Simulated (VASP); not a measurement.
# HgTe (F-43m) in VASP: single point with PBEsol

Aim: the single point of HgTe with PBEsol.

Everything below comes from runs of VASP 6.6.1. Logs are shortened: lines on timing, memory, paths and dates and some standing lists are left out, and cuts for length are marked.

**1. The cell of the first run**

The structure is cubic, space group F-43m (No. 216). The conventional cell has a = 6.510 Å, b = 6.510 Å, c = 6.510 Å, α = 90.00°, β = 90.00°, γ = 90.00°. Within 3.7 Å of Hg (site symmetry -43m) lie 4 Te at 2.82 Å. Within 3.7 Å of Te (site symmetry -43m) lie 4 Hg at 2.82 Å.

**2. Single point, PBEsol, non-collinear spin, zero start, spin-orbit coupling**

File INCAR:

```
  ALGO = Normal
  EDIFF = 1E-7
  ENCUT = 520
  GGA = PS
  GGA_COMPAT = F
  ISIF = 2
  ISMEAR = -1
  LASPH = T
  LCHARG = F
  LORBIT = 11
  LORBMOM = T
  LREAL = F
  LSORBIT = T
  LWAVE = F
  MAGMOM = 0 0 0 0 0 0
  NBANDS = 30
  NELM = 150
  PREC = Accurate
  SIGMA = 0.1
```

File KPOINTS:

```
k-points
0
Gamma
  10 10 10
```

File POSCAR:

```
HgTe
1.0
    0.0000000000      3.2549147744      3.2549147744
    3.2549147744      0.0000000000      3.2549147744
    3.2549147744      3.2549147744      0.0000000000
Hg Te
1 1
Direct
    0.0000000000      0.0000000000      0.0000000000
    0.7500000000      0.7500000000      0.7500000000
```

Potentials or basis: VASP PAW PBE potentials, release 64 (Hg, Te).

Launch:

```sh
cat potpaw_PBE.64/Hg/POTCAR potpaw_PBE.64/Te/POTCAR > POTCAR
mpirun -np 1 vasp_ncl > vasp.out
```

OUTCAR:

```text
EDIFF = 1E-7
   ENCUT = 520
   GGA = PS
   ISIF = 2
   ISMEAR = -1
   LASPH = T
   LORBIT = 11
   LREAL = F
   LSORBIT = T
   NELM = 150
   PREC = Accurate

 ion  position               nearest neighbor table
   1  0.000  0.000  0.000-   2 2.82   2 2.82   2 2.82   2 2.82
   2  0.750  0.750  0.750-   1 2.82   1 2.82   1 2.82   1 2.82

  LATTYP: Found a face centered cubic cell.
 ALAT       =     6.5098295488

  Lattice vectors:

 A1 = (   0.0000000000,   3.2549147744,   3.2549147744)
 A2 = (   3.2549147744,   0.0000000000,   3.2549147744)
 A3 = (   3.2549147744,   3.2549147744,   0.0000000000)

Analysis of symmetry for initial positions (statically):
=====================================================================
 Subroutine PRICEL returns:
 Original cell was already a primitive cell.

 Routine SETGRP: Setting up the symmetry group for a
 face centered cubic supercell.

 Subroutine GETGRP returns: Found 24 space group operations
 (whereof 24 operations were pure point group operations)
 out of a pool of 48 trial point group operations.

The static configuration has the point symmetry T_d .

Analysis of symmetry for dynamics (positions and initial velocities):
=====================================================================
 Subroutine PRICEL returns:
 Original cell was already a primitive cell.

 Routine SETGRP: Setting up the symmetry group for a
 face centered cubic supercell.

 Subroutine GETGRP returns: Found 24 space group operations
 (whereof 24 operations were pure point group operations)
 out of a pool of 48 trial point group operations.

The dynamic configuration has the point symmetry T_d .

Analysis of structural, dynamic, and magnetic symmetry:
=====================================================================
 Subroutine PRICEL returns:
 Original cell was already a primitive cell.

 Routine SETGRP: Setting up the symmetry group for a
 face centered cubic supercell.

 Subroutine GETGRP returns: Found 24 space group operations
 (whereof 24 operations were pure point group operations)
 out of a pool of 48 trial point group operations.

The overall configuration has the point symmetry T_d .

 Subroutine INISYM returns: Found 24 space group operations
 (whereof 24 operations are pure point group operations),
 and found     1 'primitive' translations

----------------------------------------------------------------------------------------

                                     Primitive cell

  volume of cell :      68.9682

  direct lattice vectors                    reciprocal lattice vectors
     0.000000000  3.254914774  3.254914774    -0.153613853  0.153613853  0.153613853
     3.254914774  0.000000000  3.254914774     0.153613853 -0.153613853  0.153613853
     3.254914774  3.254914774  0.000000000     0.153613853  0.153613853 -0.153613853

  length of vectors
     4.603144618  4.603144618  4.603144618     0.266066998  0.266066998  0.266066998

  position of ions in fractional coordinates (direct lattice)
     0.000000000  0.000000000  0.000000000
     0.750000000  0.750000000  0.750000000

  ion indices of the primitive-cell ions
   primitive index   ion index
                 1           1
                 2           2

----------------------------------------------------------------------------------------

 KPOINTS: k-points

Automatic generation of k-mesh.
 Grid dimensions read from file:
 generate k-points for:   10   10   10

 Generating k-lattice:

  Cartesian coordinates                     Fractional coordinates (reciprocal lattice)
    -0.015361385  0.015361385  0.015361385     0.100000000  0.000000000  0.000000000
     0.015361385 -0.015361385  0.015361385     0.000000000  0.100000000  0.000000000
     0.015361385  0.015361385 -0.015361385     0.000000000  0.000000000  0.100000000

  Length of vectors
[... 87 lines left out ...]
  volume of cell :       68.97
 maximum number of plane-waves:      3750
 NGX is ok and might be reduce to    36
   NGX = 17   NGY = 17   NGZ = 17

 number of electron      18.0000002 magnetization       0.0000000      0.0000000      0.0000000

 number of electron      18.0000002 magnetization      -0.0000000      0.0000000      0.0000000

 number of electron      18.0000002 magnetization       0.0000000     -0.0000000     -0.0000000

 Free energy of the ion-electron system (eV)
  ---------------------------------------------------
  ext. energy  EPLUGINS =         0.00000000
  ---------------------------------------------------
  free energy    TOTEN  =        -4.77996170 eV

  energy without entropy =       -4.77737196  energy(sigma->0) =       -4.77866683

 E-fermi :   3.0425     XC(G=0):  -8.8406

 val. band max:        2.9783241791   @ k =   0.0000   0.0000   0.0000
 cond. band min:       3.2747966299   @ k =   0.1000   0.0000   0.0000
 fundamental gap:      0.2964724508
 Fermi energy:         3.0424795194

 k-point     1 :       0.0000    0.0000    0.0000
  band No.  band energies     occupation
      1      -9.1460      1.00000
      2      -9.1460      1.00000
      3      -5.3332      1.00000
      4      -5.3332      1.00000
      5      -5.3332      1.00000
      6      -5.3332      1.00000
[... 781 lines left out ...]
     29      10.8596      0.00000
     30      10.9743      0.00000

 [... further k-points ...]
[... 5 lines left out ...]
  --------------------------------------------------------------------------------------
  -------------------------------------------------------------------------------------
  Total       -0.0516808     -0.0516808     -0.0516808      0.0000000     -0.0000000     -0.0000000
  in kB       -1.2005790     -1.2005790     -1.2005790      0.0000000     -0.0000000     -0.0000000
  external PRESSURE =      -1.2005790 kB  Pullay stress =       0.0000000 kB

 VOLUME and BASIS-vectors are now :
 -----------------------------------------------------------------------------
  energy-cutoff  :      520.00
  volume of cell :       68.97
      direct lattice vectors                 reciprocal lattice vectors
     0.000000000  3.254914774  3.254914774    -0.153613853  0.153613853  0.153613853
     3.254914774  0.000000000  3.254914774     0.153613853 -0.153613853  0.153613853
     3.254914774  3.254914774  0.000000000     0.153613853  0.153613853 -0.153613853

 POSITION                                       TOTAL-FORCE (eV/Angst)
 -----------------------------------------------------------------------------------
      0.00000      0.00000      0.00000         0.000000     -0.000000     -0.000000
      4.88237      4.88237      4.88237        -0.000000      0.000000      0.000000
 -----------------------------------------------------------------------------------
    total drift:                                0.000000      0.000000      0.000000

  FREE ENERGIE OF THE ION-ELECTRON SYSTEM (eV)
  ---------------------------------------------------
  free  energy   TOTEN  =        -4.7799617016 eV

  energy  without entropy=       -4.7773719590  energy(sigma->0) =       -4.77866683

 orbital moment (x)

 # of ion     p       d       tot
 ----------------------------------------
  1        -0.000   0.000   0.000
  2        -0.000   0.000  -0.000
 ----------------------------------------
           -0.000   0.000   0.000

 orbital moment (y)

 # of ion     p       d       tot
 ----------------------------------------
  1        -0.000  -0.000  -0.000
  2         0.000  -0.000   0.000
 ----------------------------------------
           -0.000  -0.000  -0.000

 orbital moment (z)

 # of ion     p       d       tot
 ----------------------------------------
  1         0.000   0.000   0.000
  2         0.000   0.000   0.000
 ----------------------------------------
            0.000   0.000   0.000

 Spin-Orbit-Coupling matrix elements

 Ion:    1  E_soc:     -0.5953190
 l=   1
     0.0000000    -0.0320323    -0.0320323
    -0.0320323     0.0000000    -0.0320323
    -0.0320323    -0.0320323     0.0000000
 l=   2
     0.0000000    -0.0132920     0.0000000    -0.0132920    -0.0538955
    -0.0132920     0.0000000    -0.0404216    -0.0132920    -0.0134739
     0.0000000    -0.0404216     0.0000000    -0.0404216     0.0000000
    -0.0132920    -0.0132920    -0.0404216     0.0000000    -0.0134739
    -0.0538955    -0.0134739     0.0000000    -0.0134739     0.0000000
 l=   3
     0.0000000     0.0000000     0.0000000     0.0000000     0.0000000     0.0000000     0.0000000
     0.0000000     0.0000000     0.0000000     0.0000000     0.0000000     0.0000000     0.0000000
     0.0000000     0.0000000     0.0000000     0.0000000     0.0000000     0.0000000     0.0000000
     0.0000000     0.0000000     0.0000000     0.0000000     0.0000000     0.0000000     0.0000000
     0.0000000     0.0000000     0.0000000     0.0000000     0.0000000     0.0000000     0.0000000
     0.0000000     0.0000000     0.0000000     0.0000000     0.0000000     0.0000000     0.0000000
     0.0000000     0.0000000     0.0000000     0.0000000     0.0000000     0.0000000     0.0000000

 Ion:    2  E_soc:     -0.2219782
 l=   1
     0.0000000    -0.0368576    -0.0368576
    -0.0368576     0.0000000    -0.0368576
    -0.0368576    -0.0368576     0.0000000
 l=   2
     0.0000000    -0.0000527     0.0000000    -0.0000527    -0.0000861
    -0.0000527     0.0000000    -0.0000646    -0.0000527    -0.0000215
     0.0000000    -0.0000646     0.0000000    -0.0000646     0.0000000
    -0.0000527    -0.0000527    -0.0000646     0.0000000    -0.0000215
    -0.0000861    -0.0000215     0.0000000    -0.0000215     0.0000000
 l=   3
     0.0000000     0.0000000     0.0000000     0.0000000     0.0000000     0.0000000     0.0000000
     0.0000000     0.0000000     0.0000000     0.0000000     0.0000000     0.0000000     0.0000000
     0.0000000     0.0000000     0.0000000     0.0000000     0.0000000     0.0000000     0.0000000
     0.0000000     0.0000000     0.0000000     0.0000000     0.0000000     0.0000000     0.0000000
     0.0000000     0.0000000     0.0000000     0.0000000     0.0000000     0.0000000     0.0000000
     0.0000000     0.0000000     0.0000000     0.0000000     0.0000000     0.0000000     0.0000000
     0.0000000     0.0000000     0.0000000     0.0000000     0.0000000     0.0000000     0.0000000

 total charge

# of ion       s       p       d       tot
------------------------------------------
    1        0.751   0.416   9.350  10.517
    2        1.373   1.950   0.032   3.354
--------------------------------------------------
tot          2.124   2.366   9.382  13.871

 magnetization (x)

# of ion       s       p       d       tot
------------------------------------------
    1        0.000   0.000   0.000   0.000
    2       -0.000   0.000   0.000  -0.000
--------------------------------------------------
tot          0.000   0.000   0.000   0.000

 magnetization (y)

# of ion       s       p       d       tot
------------------------------------------
    1        0.000   0.000   0.000   0.000
    2       -0.000   0.000  -0.000  -0.000
--------------------------------------------------
tot          0.000   0.000  -0.000   0.000

 magnetization (z)

# of ion       s       p       d       tot
------------------------------------------
    1        0.000  -0.000  -0.000  -0.000
    2       -0.000   0.000  -0.000   0.000
--------------------------------------------------
tot          0.000  -0.000  -0.000   0.000
```

Wall time 6.1 min (1 thread of AMD EPYC 7R13 (Zen 3), shared host); peak memory 0.47 GiB.

What came out:

```
Free energy                                           : -4.7800 eV
Pressure                                              : -0.1 GPa
Net moment                                            : 0.00 μB per cell
Valence electrons inside the program's atomic spheres : Hg 10.52; Te 3.35
```

Moments on the atoms (μB; x, y, z):
```
Hg  0.00 0.00 0.00
Te  0.00 0.00 0.00
```

Caveat: the PAW data sets were made with another functional, which shifts forces and pressure a little.
